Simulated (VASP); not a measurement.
# Zn (P6_3/mmc) in VASP: further runs

Runs on Zn. Level: PBEsol. Tasks: single point.

All numbers are computed with VASP 6.6.1; they aren't measurements. Logs are shortened: lines on timing, memory, paths and dates and some standing lists are left out, and cuts for length are marked.

### Step 1. The cell of the first run

The structure is hexagonal, space group P6_3/mmc (No. 194). The conventional cell has a = 2.745 Å, b = 2.745 Å, c = 4.872 Å, α = 90.00°, β = 90.00°, γ = 120.00°. Zn (site symmetry -6m2) has 12 Zn at 2.74 to 2.91 Å within 3.6 Å.

### Step 2. Single point, PBEsol (strain +0.030 along x and y, -0.015 along z)

INCAR

```
PREC     = Accurate       # precision mode
ENCUT    = 520            # plane-wave cutoff, eV
EDIFF    = 1E-7           # SCF threshold, eV
ISMEAR   = 0              # smearing method
SIGMA    = 0.15           # smearing width, eV
LREAL    = False          # projectors in reciprocal space
LASPH    = True           # aspherical terms in the spheres
NELM     = 60             # most SCF steps
ALGO     = Fast           # electronic algorithm
ISIF     = 2              # what is computed and relaxed
LWAVE    = False          # write WAVECAR
LCHARG   = False          # write CHGCAR
GGA      = PS             # functional
NBANDS   = 19             # bands
```

KPOINTS

```
regular mesh
0
Gamma
  24 24 10
```

POSCAR

```
Zn
1.0
    2.7447419948      0.0000000000      0.0000000000
   -1.3723709974      2.3770162943      0.0000000000
    0.0000000000      0.0000000000      4.8724995000
Zn
2
Direct
    0.3333333333      0.6666666667      0.2500000000
    0.6666666667      0.3333333333      0.7500000000
```

Potentials or basis: VASP PAW PBE potentials, release 64 (Zn).

The run is started by

```console
> cat potpaw_PBE.64/Zn/POTCAR > POTCAR
> mpirun -np 1 vasp_std > vasp.out
```

OUTCAR:

```text
PREC = Accurate
   ENCUT = 520
   EDIFF = 1E-7
   ISMEAR = 0
   LREAL = False
   LASPH = True
   NELM = 60
   ISIF = 2
   GGA = PS

 ion  position               nearest neighbor table
   1  0.333  0.667  0.250-   2 2.91   2 2.91   2 2.91   2 2.91   2 2.91   2 2.91
   2  0.667  0.333  0.750-   1 2.91   1 2.91   1 2.91   1 2.91   1 2.91   1 2.91

  LATTYP: Found a hexagonal cell.
 ALAT       =     2.7447419948
 C/A-ratio  =     1.7752122091

  Lattice vectors:

 A1 = (   2.7447419948,   0.0000000000,   0.0000000000)
 A2 = (  -1.3723709974,   2.3770162943,   0.0000000000)
 A3 = (   0.0000000000,   0.0000000000,   4.8724995000)

Analysis of symmetry for initial positions (statically):
=====================================================================
 Subroutine PRICEL returns:
 Original cell was already a primitive cell.

 Routine SETGRP: Setting up the symmetry group for a
 hexagonal supercell.

 Subroutine GETGRP returns: Found 24 space group operations
 (whereof 12 operations were pure point group operations)
 out of a pool of 24 trial point group operations.

The static configuration has the point symmetry D_3d.
 The point group associated with its full space group is D_6h.

Analysis of symmetry for dynamics (positions and initial velocities):
=====================================================================
 Subroutine PRICEL returns:
 Original cell was already a primitive cell.

 Routine SETGRP: Setting up the symmetry group for a
 hexagonal supercell.

 Subroutine GETGRP returns: Found 24 space group operations
 (whereof 12 operations were pure point group operations)
 out of a pool of 24 trial point group operations.

The dynamic configuration has the point symmetry D_3d.
 The point group associated with its full space group is D_6h.

 Subroutine INISYM returns: Found 24 space group operations
 (whereof 12 operations are pure point group operations),
 and found     1 'primitive' translations

----------------------------------------------------------------------------------------

                                     Primitive cell

  volume of cell :      31.7896

  direct lattice vectors                    reciprocal lattice vectors
     2.744741995  0.000000000  0.000000000     0.364332969  0.210347738  0.000000000
    -1.372370997  2.377016294  0.000000000     0.000000000  0.420695475  0.000000000
     0.000000000  0.000000000  4.872499500     0.000000000  0.000000000  0.205233474

  length of vectors
     2.744741995  2.744741995  4.872499500     0.420695475  0.420695475  0.205233474

  position of ions in fractional coordinates (direct lattice)
     0.333333333  0.666666667  0.250000000
     0.666666667  0.333333333  0.750000000

  ion indices of the primitive-cell ions
   primitive index   ion index
                 1           1
                 2           2

----------------------------------------------------------------------------------------

 KPOINTS: regular mesh

Automatic generation of k-mesh.
 Grid dimensions read from file:
 generate k-points for:   24   24   10

 Generating k-lattice:

  Cartesian coordinates                     Fractional coordinates (reciprocal lattice)
     0.015180540  0.008764489  0.000000000     0.041666667  0.000000000  0.000000000
     0.000000000  0.017528978  0.000000000     0.000000000  0.041666667  0.000000000
     0.000000000  0.000000000  0.020523347     0.000000000  0.000000000  0.100000000

  Length of vectors
     0.017528978  0.017528978  0.020523347

  Shift w.r.t. Gamma in fractional coordinates (k-lattice)
     0.000000000  0.000000000  0.000000000

 Subroutine IBZKPT returns following result:
 ===========================================

 Found    366 irreducible k-points:

 Following reciprocal coordinates:
            Coordinates               Weight
  0.000000  0.000000  0.000000      1.000000
  0.041667  0.000000  0.000000      6.000000
  0.083333  0.000000  0.000000      6.000000
  0.125000 -0.000000  0.000000      6.000000
  0.166667  0.000000  0.000000      6.000000
  0.208333  0.000000  0.000000      6.000000
[... 16 lines left out ...]
  0.416667  0.041667  0.000000     12.000000
  0.458333  0.041667  0.000000     12.000000
 [... further k-points ...]
   k-points           NKPTS =    366   k-points in BZ     NKDIM =    366   number of bands    NBANDS=     19
   number of dos      NEDOS =    301   number of ions     NIONS =      2
   total plane-waves  NPLWV =  14400
   dimension x,y,z NGX =    20 NGY =   20 NGZ =   36
   dimension x,y,z NGXF=    40 NGYF=   40 NGZF=   72
   ions per type =               2
   NGX,Y,Z   is equivalent  to a cutoff of  12.11, 12.11, 12.28 a.u.
   NGXF,Y,Z  is equivalent  to a cutoff of  24.23, 24.23, 24.57 a.u.
 SYSTEM =  unknown system
   PREC   = accura    normal or accurate (medium, high low for compatibility)
   ISTART =      0    job   : 0-new  1-cont  2-samecut
   ICHARG =      2    charge: 1-file 2-atom 10-const
   ISPIN  =      1    spin polarized calculation?
   LNONCOLLINEAR =      F non collinear calculations
   LSORBIT =      F    spin-orbit coupling
   LASPH  =      T    aspherical Exc in radial PAW
   ENCUT  =  520.0 eV  38.22 Ry    6.18 a.u.   5.10  5.10  9.06*2*pi/ulx,y,z
   NELM   =     60;   NELMIN=  2; NELMDL= -5     # of ELM steps
   EDIFF  = 0.1E-06   stopping-criterion for ELM
   LREAL  =      F    real-space projection
   EDIFFG = 0.1E-05   stopping-criterion for IOM
   NSW    =      0    number of steps for IOM
   IBRION =     -1    ionic relax: 0-MD 1-quasi-New 2-CG
   NFREE  =      0    steps in history (QN), initial steepest desc. (CG)
   ISIF   =      2    stress and relaxation
   ISYM   =      2    0-nonsym 1-usesym 2-fastsym
   POTIM  = 0.5000    time-step for ionic-motion
   TEBEG  =    0.0;   TEEND  =   0.0 temperature during run
   PSTRESS=    0.0 pullay stress
   NELECT =      24.0000    total number of electrons
   NUPDOWN=      -1.0000    fix difference up-down
   EMIN   =  10.00;   EMAX   =-10.00  energy-range for DOS
   EFERMI =   0.00;   METHOD = LEGACY
   ISMEAR =     0;   SIGMA  =   0.15  broadening in eV -4-tet -1-fermi 0-gaus
   EFERMI_NEDOS =   21; number of points for ismear=-14 and -15
   IALGO  =     68    algorithm
   IMIX   =      4    mixing-type and parameters
     AMIX     =   0.40;   BMIX     =  1.00
     AMIX_MAG =   1.60;   BMIX_MAG =  1.00
  volume/ion in A,a.u.               =      15.89       107.26
  Fermi-wavevector in a.u.,A,eV,Ry     =   1.490677  2.816970 30.233731  2.222117
  Thomas-Fermi vector in A             =   2.603428
   LORBIT       =      0    0 simple, 1 ext, 2 COOP (PROOUT), +10 PAW based schemes
   GGA     = PS    functional components
   LHFCALC =     F    Hartree Fock is set to
   AEXX    =    0.0000 exact exchange contribution
   IVDW    =     0    specifies the selected vdW correction
   LEPSILON=     F    determine dielectric tensor
   LRPA    =     F    only Hartree local field effects (RPA)
 non-spin polarized calculation
 RMM-DIIS sequential band-by-band and
 Gauss-broadening in eV      SIGMA  =   0.15
  energy-cutoff  :      520.00
  volume of cell :       31.79
 maximum number of plane-waves:       882
   NGX = 11   NGY = 11   NGZ = 19

 number of electron      24.0000000 magnetization

 Free energy of the ion-electron system (eV)
  ---------------------------------------------------
  ext. energy  EPLUGINS =         0.00000000
  ---------------------------------------------------
  free energy    TOTEN  =        -3.06797505 eV

  energy without entropy =       -3.06135534  energy(sigma->0) =       -3.06466519

 E-fermi :   2.6962     XC(G=0): -11.4783

 val. band max:        2.6784747815   @ k =   0.0000   0.0000   0.2000
 cond. band min:       2.7188209751   @ k =   0.4583   0.0417   0.5000
 fundamental gap:      0.0403461936
 Fermi energy:         2.6961983181

 k-point     1 :       0.0000    0.0000    0.0000
  band No.  band energies     occupation
      1      -7.4236      2.00000
      2      -5.6670      2.00000
      3      -5.0376      2.00000
      4      -4.8786      2.00000
      5      -4.8786      2.00000
      6      -4.8223      2.00000
[... 11 lines left out ...]
     18      20.3302      0.00000
     19      20.3489      0.00000

 k-point     2 :       0.0417    0.0000    0.0000
  band No.  band energies     occupation
      1      -7.3753      2.00000
      2      -5.6483      2.00000
      3      -5.0346      2.00000
      4      -4.8815      2.00000
      5      -4.8680      2.00000
      6      -4.8268      2.00000
[... 11 lines left out ...]
     18      20.8229      0.00000
     19      20.9798      0.00000

 k-point     3 :       0.0833    0.0000    0.0000
  band No.  band energies     occupation
      1      -7.2313      2.00000
      2      -5.5953      2.00000
      3      -5.0281      2.00000
      4      -4.8874      2.00000
      5      -4.8381      2.00000
      6      -4.8369      2.00000
[... 11 lines left out ...]
     18      20.8008      0.00000
     19      21.5167      0.00000

 k-point     4 :       0.1250   -0.0000    0.0000
  band No.  band energies     occupation
      1      -6.9950      2.00000
      2      -5.5170      2.00000
      3      -5.0254      2.00000
      4      -4.8932      2.00000
      5      -4.8431      2.00000
      6      -4.7868      2.00000
[... 11 lines left out ...]
     18      19.6298      0.00000
     19      20.9414      0.00000

 k-point     5 :       0.1667    0.0000    0.0000
  band No.  band energies     occupation
      1      -6.6745      2.00000
      2      -5.4312      2.00000
      3      -5.0263      2.00000
      4      -4.9075      2.00000
      5      -4.8129      2.00000
      6      -4.7660      2.00000
[... 11 lines left out ...]
     18      18.0775      0.00000
     19      19.5246      0.00000

 k-point     6 :       0.2083    0.0000    0.0000
  band No.  band energies     occupation
      1      -6.2897      2.00000
      2      -5.3669      2.00000
      3      -5.0098      2.00000
      4      -4.9200      2.00000
      5      -4.8766      2.00000
      6      -4.7372      2.00000
[... 11 lines left out ...]
     18      17.4307      0.00000
     19      19.1757      0.00000

 k-point     7 :       0.2500   -0.0000    0.0000
  band No.  band energies     occupation
      1      -5.8949      2.00000
      2      -5.3491      2.00000
      3      -4.9881      2.00000
      4      -4.9564      2.00000
      5      -4.9009      2.00000
      6      -4.7024      2.00000
[... 11 lines left out ...]
     18      17.0107      0.00000
     19      19.5228      0.00000

 k-point     8 :       0.2917    0.0000    0.0000
  band No.  band energies     occupation
      1      -5.6060      2.00000
      2      -5.3675      2.00000
      3      -5.0896      2.00000
      4      -4.9040      2.00000
      5      -4.8014      2.00000
      6      -4.7298      2.00000
[... 256 lines left out ...]
 k-point    20 :       0.2917    0.0417    0.0000
  band No.  band energies     occupation
      1      -5.5062      2.00000
      2      -5.3700      2.00000
      3      -5.1347      2.00000
      4      -4.8780      2.00000
      5      -4.7778      2.00000
      6      -4.7603      2.00000
[... 11 lines left out ...]
     18      17.1994      0.00000
     19      18.0874      0.00000

 k-point    21 :       0.3333    0.0417    0.0000
  band No.  band energies     occupation
      1      -5.4611      2.00000
      2      -5.3912      2.00000
      3      -5.2108      2.00000
      4      -4.8292      2.00000
      5      -4.8041      2.00000
      6      -4.7528      2.00000
[... 11 lines left out ...]
     18      16.9280      0.00000
     19      17.6407      0.00000

 k-point    22 :       0.3750    0.0417    0.0000
  band No.  band energies     occupation
      1      -5.4774      2.00000
      2      -5.4015      2.00000
      3      -5.2685      2.00000
      4      -4.8254      2.00000
      5      -4.7880      2.00000
      6      -4.7792      2.00000
[... 11 lines left out ...]
     18      16.7259      0.00000
     19      17.2966      0.00000

 k-point    23 :       0.4167    0.0417    0.0000
  band No.  band energies     occupation
      1      -5.4993      2.00000
      2      -5.4116      2.00000
      3      -5.3071      2.00000
      4      -4.8404      2.00000
      5      -4.7976      2.00000
      6      -4.7587      2.00000
[... 11 lines left out ...]
     18      16.5919      0.00000
     19      17.0629      0.00000

 k-point    24 :       0.4583    0.0417    0.0000
  band No.  band energies     occupation
      1      -5.5120      2.00000
      2      -5.4182      2.00000
      3      -5.3264      2.00000
      4      -4.8482      2.00000
      5      -4.8070      2.00000
      6      -4.7436      2.00000
[... 11 lines left out ...]
     18      16.5251      0.00000
     19      16.9447      0.00000

 [... further k-points ...]
[... 5 lines left out ...]
  --------------------------------------------------------------------------------------
  -------------------------------------------------------------------------------------
  Total       -1.6930486     -1.6930486     -1.2600257      0.0000000      0.0000000      0.0000000
  in kB      -85.3285806    -85.3285805    -63.5045005      0.0000000      0.0000000      0.0000000
  external PRESSURE =     -78.0538872 kB  Pullay stress =       0.0000000 kB

 VOLUME and BASIS-vectors are now :
 -----------------------------------------------------------------------------
  energy-cutoff  :      520.00
  volume of cell :       31.79
      direct lattice vectors                 reciprocal lattice vectors
     2.744741995  0.000000000  0.000000000     0.364332969  0.210347738  0.000000000
    -1.372370997  2.377016294  0.000000000     0.000000000  0.420695475  0.000000000
     0.000000000  0.000000000  4.872499500     0.000000000  0.000000000  0.205233474

 POSITION                                       TOTAL-FORCE (eV/Angst)
 -----------------------------------------------------------------------------------
     -0.00000      1.58468      1.21812        -0.000000     -0.000000     -0.000000
      1.37237      0.79234      3.65437         0.000000      0.000000      0.000000
 -----------------------------------------------------------------------------------
    total drift:                               -0.000000      0.000000      0.000000

  FREE ENERGIE OF THE ION-ELECTRON SYSTEM (eV)
  ---------------------------------------------------
  free  energy   TOTEN  =        -3.0679750473 eV

  energy  without entropy=       -3.0613553413  energy(sigma->0) =       -3.06466519
```

Wall time 2.2 min (1 thread of Intel Xeon Platinum 8488C (Sapphire Rapids), shared host); peak memory 0.28 GiB.

What came out:

```yaml
Free_energy: -3.0680 eV
Pressure: -7.8 GPa
Band_gap_on_the_k_mesh: zero (bands 12 and 13 overlap by 4.10 eV)
```

Caveat: the cell differs from its parent crystal (strain +0.030 along x and y, -0.015 along z); the cell stands under tension; the PAW data sets were made with another functional, which shifts forces and pressure a little.

(Continued in part 2 of 3.)

The gap in the log of VASP goes by the Fermi energy; the results here count the filled bands.